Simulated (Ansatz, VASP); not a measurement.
## Na3LaO3 in VASP and in Ansatz

```
CELL_PARAMETERS angstrom
-2.20306 2.45310 5.65223
2.20306 -2.45310 5.65223
2.20306 2.45310 -5.65223
ATOMIC_POSITIONS crystal
Na 0.68011 0.18011 0.50000
Na 0.12383 0.62383 0.50000
Na 0.96988 0.96988 0.00000
La 0.39025 0.39025 0.00000
O 0.90734 0.40734 0.50000
O 0.47318 0.97318 0.50000
O 0.18884 0.18884 0.00000
```

Change from the starting cell: the structure that the rattled cell fell into.

Alike in both runs: functional PBE; k mesh 8 × 8 × 8; occupations gaussian, width 0.02 eV; no spin polarisation.

Ansatz relaxed the structure, and its values are those at the end. VASP's run is a single point on that final structure, the one shown.

|  | VASP | Ansatz |
| --- | --- | --- |
| version | VASP 6.6.1 | Ansatz 0.2.0 |
| potentials or method | VASP PAW PBE potentials, release 64 (Na_pv, La, O), cutoff 520 eV | scalar-relativistic, plane waves, PAW |
| valence electrons in the cell | 50 | 56 |

VASP gave:

- gap on the k mesh at the Fermi level (eV): 1.28
- least direct gap on the mesh (eV): 1.28
- pressure (GPa): -0.1
- rms of the force components (eV/Å): 0.006

Q: Estimate Ansatz's values.

A: gap on the k mesh at the Fermi level (eV): 1.28; least direct gap on the mesh (eV): 1.28; pressure (GPa): 0.0; rms of the force components (eV/Å): 0.003.

The functional is the same, so the differences come from potentials, cutoffs and numerics. VASP's potentials hold 50 valence electrons a cell and Ansatz's 56, so a difference there can come from the potentials and not from the codes.

Spin-orbit coupling is off throughout.
